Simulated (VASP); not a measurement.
Set up this calculation in VASP 6.6.1, as the native input.

| Property | Result |
| --- | --- |
| Task | single point |
| Functional | PBE |
| Potentials or basis | VASP PAW PBE potentials, release 64 (Ni_sv_GW, O) |
| Cutoff | 600 eV |
| k mesh | 12 × 12 × 12 |
| Occupations | gaussian, width 0.02 eV |
| Spin | collinear spin, ferromagnetic start |
| Starting moments | [1.91, 0.21] μB |
| Hubbard terms | Ni d U = 6.2 eV |
| Dipole correction | no |
| Second run | valence_matched |
| Further INCAR settings | ALGO = Normal; EDIFF = 1e-06; NBANDS = 23 |

The structure of NiO lies in POSCAR:

```
NiO
1.0
    0.0000000000      2.0447265768      2.0447265768
    2.0447265768      0.0000000000      2.0447265768
    2.0447265768      2.0447265768      0.0000000000
Ni O
1 1
Direct
    0.0000000000      0.0000000000      0.0000000000
    0.5000000000      0.5000000000      0.5000000000
```

This cell differs from its parent crystal: volume scaled by 0.88.

One way to write it, as run:

INCAR

```
SYSTEM = NiO
PREC = Accurate
ENCUT = 600
EDIFF = 1E-6
ISMEAR = 0
SIGMA = 0.02
LREAL = .False.
LASPH = .True.
NELM = 200
ALGO = Normal
ISIF = 2
LWAVE = .False.
LCHARG = .False.
ISPIN = 2
MAGMOM = 1.91 0.21
LORBIT = 11
LMAXMIX = 4
LDAU = .True.
LDAUTYPE = 2
LDAUL = 2 -1
LDAUU = 6.2 0
LDAUJ = 0 0
LDAUPRINT = 1
GGA = PE
NBANDS = 23
GGA_COMPAT = .False.
```

KPOINTS

```
Automatic mesh
0
Gamma
  12 12 12
  0 0 0
```

Potentials or basis: VASP PAW PBE potentials, release 64 (Ni_sv_GW, O).

The run is started by

```sh
$ cat potpaw_PBE.64/Ni_sv_GW/POTCAR potpaw_PBE.64/O/POTCAR > POTCAR
$ mpirun -np 1 vasp_std > vasp.out
```

Results of the run:

* Pressure: 25.9 GPa
* Band gap on the k mesh: 2.51 eV, indirect (least direct gap 3.43 eV)
* Net moment: 2.00 μB per cell
* Site moments: Ni +1.78; O +0.18 μB
* Valence electrons inside the program's atomic spheres: Ni 16.19; O 5.08

Caveat: a cell with one magnetic atom can't hold antiferromagnetic order, which such compounds often take.

Wall time 61 s on 1 thread of AMD EPYC 9R45 96-Core Processor (Zen 5), on a shared host, peak memory 0.17 GiB.
